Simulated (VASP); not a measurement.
# Ti (Fm-3m) in VASP: notebook

The runs below take Ti through single point, with PBE.

Everything below comes from runs of VASP 6.6.1. Logs are shortened: lines on timing, memory, paths and dates and some standing lists are left out, and cuts for length are marked.

## 1. The cell of the first run

Symmetry: Fm-3m, No. 225, cubic system. The conventional cell has a = 4.086 Å, b = 4.086 Å, c = 4.086 Å, α = 90.00°, β = 90.00°, γ = 90.00°. Ti (site symmetry m-3m) has 12 Ti at 2.89 Å within 3.8 Å.

## 2. Single point, PBE

INCAR

```
PREC     = Accurate       # precision mode
ENCUT    = 520            # plane-wave cutoff, eV
EDIFF    = 1E-7           # SCF threshold, eV
ISMEAR   = -1             # smearing method
SIGMA    = 0.06122561905347299 # smearing width, eV
LREAL    = F              # projectors in reciprocal space
LASPH    = T              # aspherical terms in the spheres
NELM     = 60             # most SCF steps
ALGO     = Normal         # electronic algorithm
ISIF     = 2              # what is computed and relaxed
LWAVE    = F              # write WAVECAR
LCHARG   = T              # write CHGCAR
GGA      = PE             # functional
LELF     = T              # ELF
LVHAR    = T            
NBANDS   = 12             # bands
```

KPOINTS

```
Automatic mesh
0
Gamma
  23 23 23
```

POSCAR

```
Ti
1.0
    0.0000000000      2.0427626874      2.0427626874
    2.0427626874      0.0000000000      2.0427626874
    2.0427626874      2.0427626874      0.0000000000
Ti
1
Direct
    0.0000000000      0.0000000000      0.0000000000
```

Potentials or basis: VASP PAW PBE potentials, release 64 (Ti_sv).

The run is started by

```sh
> cat potpaw_PBE.64/Ti_sv/POTCAR > POTCAR
> mpirun -np 1 vasp_std > vasp.out
```

OUTCAR:

```text
PREC = Accurate
   ENCUT = 520
   EDIFF = 1E-7
   ISMEAR = -1
   LREAL = F
   LASPH = T
   NELM = 60
   ISIF = 2
   GGA = PE

 ion  position               nearest neighbor table
   1  0.000  0.000  0.000-

  LATTYP: Found a face centered cubic cell.
 ALAT       =     4.0855253748

  Lattice vectors:

 A1 = (   0.0000000000,   2.0427626874,   2.0427626874)
 A2 = (   2.0427626874,   0.0000000000,   2.0427626874)
 A3 = (   2.0427626874,   2.0427626874,   0.0000000000)

Analysis of symmetry for initial positions (statically):
=====================================================================
 Subroutine PRICEL returns:
 Original cell was already a primitive cell.

 Routine SETGRP: Setting up the symmetry group for a
 face centered cubic supercell.

 Subroutine GETGRP returns: Found 48 space group operations
 (whereof 48 operations were pure point group operations)
 out of a pool of 48 trial point group operations.

The static configuration has the point symmetry O_h .

Analysis of symmetry for dynamics (positions and initial velocities):
=====================================================================
 Subroutine PRICEL returns:
 Original cell was already a primitive cell.

 Routine SETGRP: Setting up the symmetry group for a
 face centered cubic supercell.

 Subroutine GETGRP returns: Found 48 space group operations
 (whereof 48 operations were pure point group operations)
 out of a pool of 48 trial point group operations.

The dynamic configuration has the point symmetry O_h .

 Subroutine INISYM returns: Found 48 space group operations
 (whereof 48 operations are pure point group operations),
 and found     1 'primitive' translations

----------------------------------------------------------------------------------------

                                     Primitive cell

  volume of cell :      17.0484

  direct lattice vectors                    reciprocal lattice vectors
     0.000000000  2.042762687  2.042762687    -0.244766562  0.244766562  0.244766562
     2.042762687  0.000000000  2.042762687     0.244766562 -0.244766562  0.244766562
     2.042762687  2.042762687  0.000000000     0.244766562  0.244766562 -0.244766562

  length of vectors
     2.888902697  2.888902697  2.888902697     0.423948121  0.423948121  0.423948121

  position of ions in fractional coordinates (direct lattice)
     0.000000000  0.000000000  0.000000000

  ion indices of the primitive-cell ions
   primitive index   ion index
                 1           1

----------------------------------------------------------------------------------------

 KPOINTS: Automatic mesh

Automatic generation of k-mesh.
 Grid dimensions read from file:
 generate k-points for:   23   23   23

 Generating k-lattice:

  Cartesian coordinates                     Fractional coordinates (reciprocal lattice)
    -0.010642024  0.010642024  0.010642024     0.043478261  0.000000000  0.000000000
     0.010642024 -0.010642024  0.010642024     0.000000000  0.043478261  0.000000000
     0.010642024  0.010642024 -0.010642024     0.000000000  0.000000000  0.043478261

  Length of vectors
     0.018432527  0.018432527  0.018432527

  Shift w.r.t. Gamma in fractional coordinates (k-lattice)
     0.000000000  0.000000000  0.000000000

 Subroutine IBZKPT returns following result:
 ===========================================

 Found    364 irreducible k-points:

 Following reciprocal coordinates:
            Coordinates               Weight
  0.000000  0.000000  0.000000      1.000000
  0.043478  0.000000  0.000000      8.000000
  0.086957  0.000000  0.000000      8.000000
  0.130435  0.000000  0.000000      8.000000
  0.173913  0.000000  0.000000      8.000000
  0.217391  0.000000  0.000000      8.000000
[... 16 lines left out ...]
  0.478261  0.043478  0.000000     24.000000
 -0.478261  0.043478  0.000000     24.000000
 [... further k-points ...]
   k-points           NKPTS =    364   k-points in BZ     NKDIM =    364   number of bands    NBANDS=     12
   number of dos      NEDOS =    301   number of ions     NIONS =      1
   total plane-waves  NPLWV =  13824
   dimension x,y,z NGX =    24 NGY =   24 NGZ =   24
   dimension x,y,z NGXF=    48 NGYF=   48 NGZF=   48
   ions per type =               1
   NGX,Y,Z   is equivalent  to a cutoff of  13.81, 13.81, 13.81 a.u.
   NGXF,Y,Z  is equivalent  to a cutoff of  27.62, 27.62, 27.62 a.u.
 SYSTEM =  unknown system
   PREC   = accura    normal or accurate (medium, high low for compatibility)
   ISTART =      0    job   : 0-new  1-cont  2-samecut
   ICHARG =      2    charge: 1-file 2-atom 10-const
   ISPIN  =      1    spin polarized calculation?
   LNONCOLLINEAR =      F non collinear calculations
   LSORBIT =      F    spin-orbit coupling
   LASPH  =      T    aspherical Exc in radial PAW
   ENCUT  =  520.0 eV  38.22 Ry    6.18 a.u.   5.37  5.37  5.37*2*pi/ulx,y,z
   NELM   =     60;   NELMIN=  2; NELMDL= -5     # of ELM steps
   EDIFF  = 0.1E-06   stopping-criterion for ELM
   LREAL  =      F    real-space projection
   EDIFFG = 0.1E-05   stopping-criterion for IOM
   NSW    =      0    number of steps for IOM
   IBRION =     -1    ionic relax: 0-MD 1-quasi-New 2-CG
   NFREE  =      0    steps in history (QN), initial steepest desc. (CG)
   ISIF   =      2    stress and relaxation
   ISYM   =      2    0-nonsym 1-usesym 2-fastsym
   POTIM  = 0.5000    time-step for ionic-motion
   TEBEG  =    0.0;   TEEND  =   0.0 temperature during run
   PSTRESS=    0.0 pullay stress
   NELECT =      12.0000    total number of electrons
   NUPDOWN=      -1.0000    fix difference up-down
   EMIN   =  10.00;   EMAX   =-10.00  energy-range for DOS
   EFERMI =   0.00;   METHOD = LEGACY
   ISMEAR =    -1;   SIGMA  =   0.06  broadening in eV -4-tet -1-fermi 0-gaus
   EFERMI_NEDOS =   21; number of points for ismear=-14 and -15
   IALGO  =     38    algorithm
   IMIX   =      4    mixing-type and parameters
     AMIX     =   0.40;   BMIX     =  1.00
     AMIX_MAG =   1.60;   BMIX_MAG =  1.00
  volume/ion in A,a.u.               =      17.05       115.05
  Fermi-wavevector in a.u.,A,eV,Ry     =   1.456266  2.751943 28.854014  2.120710
  Thomas-Fermi vector in A             =   2.573204
   LORBIT       =      0    0 simple, 1 ext, 2 COOP (PROOUT), +10 PAW based schemes
   GGA     = PE    functional components
   LHFCALC =     F    Hartree Fock is set to
   AEXX    =    0.0000 exact exchange contribution
   IVDW    =     0    specifies the selected vdW correction
   LEPSILON=     F    determine dielectric tensor
   LRPA    =     F    only Hartree local field effects (RPA)
 non-spin polarized calculation
  energy-cutoff  :      520.00
  volume of cell :       17.05
 maximum number of plane-waves:       477
 NGX is ok and might be reduce to    24
   NGX = 11   NGY = 11   NGZ = 11

 number of electron      12.0000003 magnetization

 Free energy of the ion-electron system (eV)
  ---------------------------------------------------
  ext. energy  EPLUGINS =         0.00000000
  ---------------------------------------------------
  free energy    TOTEN  =        -7.78666330 eV

  energy without entropy =       -7.76571503  energy(sigma->0) =       -7.77618916

 E-fermi :   8.4198     XC(G=0): -11.5864

 val. band max:        8.4129689447   @ k =  -0.3478   0.3478   0.1304
 cond. band min:       8.4206175865   @ k =   0.2609   0.1304   0.0435
 fundamental gap:      0.0076486418
 Fermi energy:         8.4197773846

 k-point     1 :       0.0000    0.0000    0.0000
  band No.  band energies     occupation
      1     -48.2585      2.00000
      2     -24.0960      2.00000
      3     -24.0960      2.00000
      4     -24.0960      2.00000
      5       2.2785      2.00000
      6       9.3063      0.00000
      7       9.3063      0.00000
      8       9.3063      0.00000
      9      10.9791      0.00000
     10      10.9791      0.00000
     11      23.7687      0.00000
     12      28.3363      0.00000

 k-point     2 :       0.0435    0.0000    0.0000
  band No.  band energies     occupation
      1     -48.2561      2.00000
      2     -24.1097      2.00000
      3     -24.0977      2.00000
      4     -24.0977      2.00000
      5       2.3411      2.00000
      6       9.2668      0.00000
      7       9.3294      0.00000
      8       9.3294      0.00000
      9      10.9637      0.00000
     10      10.9637      0.00000
     11      23.8244      0.00000
     12      27.7841      0.00000

 k-point     3 :       0.0870    0.0000    0.0000
  band No.  band energies     occupation
      1     -48.2491      2.00000
      2     -24.1496      2.00000
      3     -24.1027      2.00000
      4     -24.1027      2.00000
      5       2.5262      2.00000
      6       9.1552      0.00001
      7       9.3935      0.00000
      8       9.3935      0.00000
      9      10.9243      0.00000
     10      10.9243      0.00000
     11      23.9572      0.00000
     12      26.6669      0.00000

 k-point     4 :       0.1304    0.0000    0.0000
  band No.  band energies     occupation
      1     -48.2379      2.00000
      2     -24.2123      2.00000
      3     -24.1105      2.00000
      4     -24.1105      2.00000
      5       2.8258      2.00000
      6       8.9898      0.00018
      7       9.4807      0.00000
      8       9.4807      0.00000
      9      10.8822      0.00000
     10      10.8822      0.00000
     11      24.0158      0.00000
     12      25.5338      0.00000

 k-point     5 :       0.1739    0.0000    0.0000
  band No.  band energies     occupation
      1     -48.2234      2.00000
      2     -24.2929      2.00000
      3     -24.1207      2.00000
      4     -24.1207      2.00000
      5       3.2254      2.00000
      6       8.7977      0.00417
      7       9.5587      0.00000
      8       9.5587      0.00000
      9      10.8742      0.00000
     10      10.8742      0.00000
     11      23.5136      0.00000
     12      24.8978      0.00000
[... 228 lines left out ...]
      1     -48.1447      2.00000
      2     -24.7045      2.00000
      3     -24.1824      2.00000
      4     -24.1766      2.00000
      5       5.4664      2.00000
      6       8.5087      0.37935
      7       9.2722      0.00000
      8       9.3671      0.00000
      9      11.6767      0.00000
     10      11.8369      0.00000
     11      18.3176      0.00000
     12      23.5313      0.00000

 k-point    22 :       0.4348    0.0435    0.0000
  band No.  band energies     occupation
      1     -48.1340      2.00000
      2     -24.7594      2.00000
      3     -24.1878      2.00000
      4     -24.1861      2.00000
      5       5.6995      2.00000
      6       8.7150      0.01596
      7       9.2209      0.00000
      8       9.2918      0.00000
      9      11.9267      0.00000
     10      11.9940      0.00000
     11      17.4741      0.00000
     12      23.2618      0.00000

 k-point    23 :       0.4783    0.0435    0.0000
  band No.  band energies     occupation
      1     -48.1276      2.00000
      2     -24.7921      2.00000
      3     -24.1928      2.00000
      4     -24.1899      2.00000
      5       5.8132      2.00000
      6       8.8735      0.00121
      7       9.2307      0.00000
      8       9.2426      0.00000
      9      12.0721      0.00000
     10      12.1095      0.00000
     11      16.9235      0.00000
     12      23.0982      0.00000

 k-point    24 :      -0.4783    0.0435    0.0000
  band No.  band energies     occupation
      1     -48.1259      2.00000
      2     -24.8004      2.00000
      3     -24.1963      2.00000
      4     -24.1887      2.00000
      5       5.8389      2.00000
      6       8.9142      0.00062
      7       9.2260      0.00000
      8       9.2484      0.00000
      9      12.0559      0.00000
     10      12.1935      0.00000
     11      16.7759      0.00000
     12      23.0548      0.00000

 [... further k-points ...]
[... 5 lines left out ...]
  --------------------------------------------------------------------------------------
  -------------------------------------------------------------------------------------
  Total        0.2061755      0.2061755      0.2061755      0.0000000      0.0000000      0.0000000
  in kB       19.3759860     19.3759860     19.3759860      0.0000000      0.0000000      0.0000000
  external PRESSURE =      19.3759860 kB  Pullay stress =       0.0000000 kB

 VOLUME and BASIS-vectors are now :
 -----------------------------------------------------------------------------
  energy-cutoff  :      520.00
  volume of cell :       17.05
      direct lattice vectors                 reciprocal lattice vectors
     0.000000000  2.042762687  2.042762687    -0.244766562  0.244766562  0.244766562
     2.042762687  0.000000000  2.042762687     0.244766562 -0.244766562  0.244766562
     2.042762687  2.042762687  0.000000000     0.244766562  0.244766562 -0.244766562

 POSITION                                       TOTAL-FORCE (eV/Angst)
 -----------------------------------------------------------------------------------
      0.00000      0.00000      0.00000         0.000000     -0.000000      0.000000
 -----------------------------------------------------------------------------------
    total drift:                                0.000000      0.000000      0.000000

  FREE ENERGIE OF THE ION-ELECTRON SYSTEM (eV)
  ---------------------------------------------------
  free  energy   TOTEN  =        -7.7866632974 eV

  energy  without entropy=       -7.7657150274  energy(sigma->0) =       -7.77618916
```

Run time: 37 s. Hardware: 1 thread of Intel Xeon Platinum 8488C (Sapphire Rapids), shared host; peak memory 0.2 GiB.

Results:

```yaml
Free_energy: -7.7867 eV
Pressure: 1.9 GPa
Band_gap_on_the_k_mesh: zero (band 6 reaches 9.31 eV, above the bottom of band 7 at 8.00 eV)
```

## 3. Single point, PBE

This run uses another cell than the first one, of 17.40 Å³/atom, 1.020 times its volume.

INCAR

```
SYSTEM = Ti
PREC = Accurate
ENCUT = 520
EDIFF = 1E-6
ISMEAR = -1
SIGMA = 0.06122561905347299
LREAL = .FALSE.
LASPH = .TRUE.
NELM = 60
ALGO = Normal
ISIF = 2
LWAVE = .FALSE.
LCHARG = .FALSE.
GGA = PE
NBANDS = 12
```

KPOINTS

```
Automatic mesh
0
G
  23 23 23
  0 0 0
```

POSCAR

```
Ti
1.0
    0.0000000000      2.0565655567      2.0565655567
    2.0565655567      0.0000000000      2.0565655567
    2.0565655567      2.0565655567      0.0000000000
Ti
1
Direct
    0.0000000000      0.0000000000      0.0000000000
```

Potentials or basis: VASP PAW PBE potentials, release 64 (Ti_sv).

The run is started by

```sh
> cat potpaw_PBE.64/Ti_sv/POTCAR > POTCAR
> mpirun -np 1 vasp_std > vasp.out
```

It took 32 s on 1 thread of Intel Xeon Platinum 8488C (Sapphire Rapids), shared host; peak memory 0.19 GiB.

It converged, with:

```
Free energy            : -7.7886 eV
Pressure               : -0.3 GPa
Band gap on the k mesh : zero (band 6 reaches 9.08 eV, above the bottom of band 7 at 7.80 eV)
```

Levels at points of the mesh, in eV from the Fermi level:
```
           k point  band 2  band 3  band 4  band 5  band 6  band 7  band 8  band 9  band 10  band 11
(0.00, 0.00, 0.00)  -32.57  -32.57  -32.57   -6.09    0.87    0.87    0.87    2.50     2.50    15.24
```

## 4. Single point, PBE

This run uses another cell than the first one, of 17.74 Å³/atom, 1.041 times its volume.

INCAR

```
ALGO = Normal ; EDIFF = 1E-7
ENCUT = 520 ; GGA = PE
ISIF = 2 ; ISMEAR = -1
LASPH = True ; LCHARG = True
LELF = True ; LREAL = False
LVHAR = True ; LWAVE = False
NBANDS = 12 ; NELM = 100
PREC = Accurate ; SIGMA = 0.06122561905347299
```

KPOINTS

```
k-points
0
Gamma
  23 23 23
```

POSCAR

```
Ti
1.0
    0.0000000000      2.0701855930      2.0701855930
    2.0701855930      0.0000000000      2.0701855930
    2.0701855930      2.0701855930      0.0000000000
Ti
1
Direct
    0.0000000000      0.0000000000      0.0000000000
```

The run is started by

```sh
> cat potpaw_PBE.64/Ti_sv/POTCAR > POTCAR
> mpirun -np 1 vasp_std > vasp.out
```

Wall time 43 s (1 thread of Intel Xeon Platinum 8488C (Sapphire Rapids), shared host); peak memory 0.2 GiB.

Results (log left out):

```
Free energy            : -7.7859 eV
Pressure               : -2.3 GPa
Band gap on the k mesh : zero (band 6 reaches 8.86 eV, above the bottom of band 7 at 7.61 eV)
```

Levels at points of the mesh, in eV from the Fermi level:
```csv
k point,band 2,band 3,band 4,band 5,band 6,band 7,band 8,band 9,band 10,band 11
"(0.00, 0.00, 0.00)",-32.63,-32.63,-32.63,-6.04,0.86,0.86,0.86,2.44,2.44,15.13
```

(Continued in part 2 of 2.)
